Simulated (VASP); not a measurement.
# ZrN (Fm-3m) in VASP: notebook, part 3 of 3

VASP 6.6.1. Earlier steps stand in the parts before.

**5. Electric field gradients, PBEsol (12.04 Å³/atom)**

This run uses another cell than the first one, of 12.04 Å³/atom.

Contents of INCAR:

```
ALGO     = Normal         # electronic algorithm
EDIFF    = 1E-8           # SCF threshold, eV
ENCUT    = 520            # plane-wave cutoff, eV
GGA      = PS             # functional
GGA_COMPAT= False        
ISIF     = 2              # what is computed and relaxed
ISMEAR   = -1             # smearing method
LASPH    = True           # aspherical terms in the spheres
LCHARG   = False          # write CHGCAR
LEFG     = True         
LREAL    = False          # projectors in reciprocal space
LWAVE    = False          # write WAVECAR
NBANDS   = 16             # bands
NELM     = 120            # most SCF steps
PREC     = Accurate       # precision mode
SIGMA    = 0.01           # smearing width, eV
```

Contents of KPOINTS:

```
k-points
0
Gamma
  9 9 9
```

Contents of POSCAR:

```
ZrN
1.0
    0.0000000000      2.2918188597      2.2918188597
    2.2918188597      0.0000000000      2.2918188597
    2.2918188597      2.2918188597      0.0000000000
Zr N
1 1
Direct
    0.0000000000      0.0000000000      0.0000000000
    0.5000000000      0.5000000000      0.5000000000
```

Potentials or basis: VASP PAW PBE potentials, release 64 (Zr_sv, N).

Launch:

```bash
$ cat potpaw_PBE.64/Zr_sv/POTCAR potpaw_PBE.64/N/POTCAR > POTCAR
$ mpirun -np 1 vasp_std > vasp.out
```

OUTCAR:

```text
EDIFF = 1E-8
   ENCUT = 520
   GGA = PS
   ISIF = 2
   ISMEAR = -1
   LASPH = True
   LREAL = False
   NELM = 120
   PREC = Accurate

 ion  position               nearest neighbor table
   1  0.000  0.000  0.000-   2 2.29   2 2.29   2 2.29   2 2.29   2 2.29   2 2.29
   2  0.500  0.500  0.500-   1 2.29   1 2.29   1 2.29   1 2.29   1 2.29   1 2.29

  LATTYP: Found a face centered cubic cell.
 ALAT       =     4.5836377194

  Lattice vectors:

 A1 = (   0.0000000000,   2.2918188597,   2.2918188597)
 A2 = (   2.2918188597,   0.0000000000,   2.2918188597)
 A3 = (   2.2918188597,   2.2918188597,   0.0000000000)

Analysis of symmetry for initial positions (statically):
=====================================================================
 Subroutine PRICEL returns:
 Original cell was already a primitive cell.

 Routine SETGRP: Setting up the symmetry group for a
 face centered cubic supercell.

 Subroutine GETGRP returns: Found 48 space group operations
 (whereof 48 operations were pure point group operations)
 out of a pool of 48 trial point group operations.

The static configuration has the point symmetry O_h .

Analysis of symmetry for dynamics (positions and initial velocities):
=====================================================================
 Subroutine PRICEL returns:
 Original cell was already a primitive cell.

 Routine SETGRP: Setting up the symmetry group for a
 face centered cubic supercell.

 Subroutine GETGRP returns: Found 48 space group operations
 (whereof 48 operations were pure point group operations)
 out of a pool of 48 trial point group operations.

The dynamic configuration has the point symmetry O_h .

 Subroutine INISYM returns: Found 48 space group operations
 (whereof 48 operations are pure point group operations),
 and found     1 'primitive' translations

----------------------------------------------------------------------------------------

                                     Primitive cell

  volume of cell :      24.0753

  direct lattice vectors                    reciprocal lattice vectors
     0.000000000  2.291818860  2.291818860    -0.218167329  0.218167329  0.218167329
     2.291818860  0.000000000  2.291818860     0.218167329 -0.218167329  0.218167329
     2.291818860  2.291818860  0.000000000     0.218167329  0.218167329 -0.218167329

  length of vectors
     3.241121314  3.241121314  3.241121314     0.377876899  0.377876899  0.377876899

  position of ions in fractional coordinates (direct lattice)
     0.000000000  0.000000000  0.000000000
     0.500000000  0.500000000  0.500000000

  ion indices of the primitive-cell ions
   primitive index   ion index
                 1           1
                 2           2

----------------------------------------------------------------------------------------

 KPOINTS: k-points

Automatic generation of k-mesh.
 Grid dimensions read from file:
 generate k-points for:    9    9    9

 Generating k-lattice:

[... 63 lines left out ...]
   EDIFFG = 0.1E-06   stopping-criterion for IOM
   NSW    =      0    number of steps for IOM
   IBRION =     -1    ionic relax: 0-MD 1-quasi-New 2-CG
   NFREE  =      0    steps in history (QN), initial steepest desc. (CG)
   ISIF   =      2    stress and relaxation
   ISYM   =      2    0-nonsym 1-usesym 2-fastsym
   POTIM  = 0.5000    time-step for ionic-motion
   TEBEG  =    0.0;   TEEND  =   0.0 temperature during run
   PSTRESS=    0.0 pullay stress
   NELECT =      17.0000    total number of electrons
   NUPDOWN=      -1.0000    fix difference up-down
   EMIN   =  10.00;   EMAX   =-10.00  energy-range for DOS
   EFERMI =   0.00;   METHOD = LEGACY
   ISMEAR =    -1;   SIGMA  =   0.01  broadening in eV -4-tet -1-fermi 0-gaus
   EFERMI_NEDOS =   21; number of points for ismear=-14 and -15
   IALGO  =     38    algorithm
   IMIX   =      4    mixing-type and parameters
     AMIX     =   0.40;   BMIX     =  1.00
     AMIX_MAG =   1.60;   BMIX_MAG =  1.00
  volume/ion in A,a.u.               =      12.04        81.23
  Fermi-wavevector in a.u.,A,eV,Ry     =   1.457810  2.754861 28.915228  2.125209
  Thomas-Fermi vector in A             =   2.574568
   LORBIT       =      0    0 simple, 1 ext, 2 COOP (PROOUT), +10 PAW based schemes
   GGA     = PS    functional components
   LHFCALC =     F    Hartree Fock is set to
   AEXX    =    0.0000 exact exchange contribution
   IVDW    =     0    specifies the selected vdW correction
   LEPSILON=     F    determine dielectric tensor
   LRPA    =     F    only Hartree local field effects (RPA)
 non-spin polarized calculation
  energy-cutoff  :      520.00
  volume of cell :       24.08
 maximum number of plane-waves:       658
   NGX = 13   NGY = 13   NGZ = 13

 number of electron      16.9999998 magnetization

 Free energy of the ion-electron system (eV)
  ---------------------------------------------------
  ext. energy  EPLUGINS =         0.00000000
  ---------------------------------------------------
  free energy    TOTEN  =       -21.54803413 eV

  energy without entropy =      -21.54710500  energy(sigma->0) =      -21.54756957

 E-fermi :  11.7929     XC(G=0): -12.6843

 val. band max:       11.7677350581   @ k =   0.1111   0.0000   0.0000
 cond. band min:      11.8011123865   @ k =   0.4444   0.2222   0.1111
 fundamental gap:      0.0333773284
 Fermi energy:        11.7929322469

 k-point     1 :       0.0000    0.0000    0.0000
  band No.  band energies     occupation
      1     -37.6148      2.00000
      2     -15.2632      2.00000
      3     -15.2632      2.00000
      4     -15.2632      2.00000
      5      -4.3817      2.00000
      6       9.1907      2.00000
[... 433 lines left out ...]
      3     -15.6162      2.00000
      4     -15.6162      2.00000
      5      -3.7880      2.00000
      6       7.0718      2.00000
[... 8 lines left out ...]
     15      22.2349      0.00000
     16      27.4555      0.00000

 [... further k-points ...]
[... 5 lines left out ...]
  --------------------------------------------------------------------------------------
  -------------------------------------------------------------------------------------
  Total       -0.7440467     -0.7440467     -0.7440467      0.0000000     -0.0000000      0.0000000
  in kB      -49.5153540    -49.5153540    -49.5153540      0.0000000     -0.0000000      0.0000000
  external PRESSURE =     -49.5153540 kB  Pullay stress =       0.0000000 kB

 VOLUME and BASIS-vectors are now :
 -----------------------------------------------------------------------------
  energy-cutoff  :      520.00
  volume of cell :       24.08
      direct lattice vectors                 reciprocal lattice vectors
     0.000000000  2.291818860  2.291818860    -0.218167329  0.218167329  0.218167329
     2.291818860  0.000000000  2.291818860     0.218167329 -0.218167329  0.218167329
     2.291818860  2.291818860  0.000000000     0.218167329  0.218167329 -0.218167329

 POSITION                                       TOTAL-FORCE (eV/Angst)
 -----------------------------------------------------------------------------------
      0.00000      0.00000      0.00000         0.000000     -0.000000      0.000000
      2.29182      2.29182      2.29182         0.000000      0.000000      0.000000
 -----------------------------------------------------------------------------------
    total drift:                                0.000000     -0.000000     -0.000000

  FREE ENERGIE OF THE ION-ELECTRON SYSTEM (eV)
  ---------------------------------------------------
  free  energy   TOTEN  =       -21.5480341333 eV

  energy  without entropy=      -21.5471050002  energy(sigma->0) =      -21.54756957

 Electric field gradients (V/A^2)
---------------------------------------------------------------------
 ion       V_xx      V_yy      V_zz      V_xy      V_xz      V_yz
---------------------------------------------------------------------
   1      -0.000     0.000     0.000    -0.000    -0.000    -0.000
   2      -0.000     0.000     0.000     0.001     0.001     0.001
---------------------------------------------------------------------

 Electric field gradients after diagonalization (V/A^2)
 (convention: |V_zz| > |V_xx| > |V_yy|)
----------------------------------------------------------------------
 ion       V_xx      V_yy      V_zz     asymmetry (V_yy - V_xx)/ V_zz
----------------------------------------------------------------------
   1       0.000     0.000    -0.000       0.000
   2      -0.001    -0.001     0.003       0.000
----------------------------------------------------------------------

           NMR quadrupolar parameters

 Cq : quadrupolar parameter    Cq=e*Q*V_zz/h
 eta: asymmetry parameters     (V_yy - V_xx)/ V_zz
 Q  : nuclear electric quadrupole moment in mb (millibarn)
----------------------------------------------------------------------
 ion       Cq(MHz)       eta       Q (mb)
----------------------------------------------------------------------
   1      -0.000       0.000       1.000
   2       0.000       0.000       1.000
----------------------------------------------------------------------
```

Wall time 19 s (1 thread of Intel Xeon 8259CL, shared host); peak memory 0.15 GiB.

What came out:

```
Free energy                             : -21.5480 eV
Pressure                                : -5.0 GPa
Band gap on the k mesh                  : zero (an odd number of electrons rules out a gap without spin polarisation)
Largest electric field gradient by atom : zero within the noise of the run
```

Caveat: the cell stands under tension; the PAW data sets were made with another functional, which shifts forces and pressure a little.

**6. The runs side by side**

| cell | gap on the mesh (eV) | pressure (GPa) |
| --- | --- | --- |
| a = 3.165 Å, angles 60.0°, 2 atoms | none | 15.7 |
| a = 3.187 Å, angles 60.0°, 2 atoms | none | 9.1 |
| a = 3.209 Å, angles 60.0°, 2 atoms | none | 3.0 |
| a = 3.241 Å, angles 60.0°, 2 atoms | none | -5.0 |

Alike in all rows: task electric field gradients; level PBEsol; potentials or basis VASP PAW PBE potentials, release 64 (Zr_sv, N); no spin polarisation; k mesh 9 × 9 × 9; cutoff (eV) 520; smearing fermi-dirac 0.01 eV.

Caveats: the PAW data sets were made with another functional, which shifts forces and pressure a little; the cell stands under pressure (at least some runs); the cell stands under tension (at least some runs).

Total energies depend on the potentials used, so only differences within one code and one set of settings carry meaning.
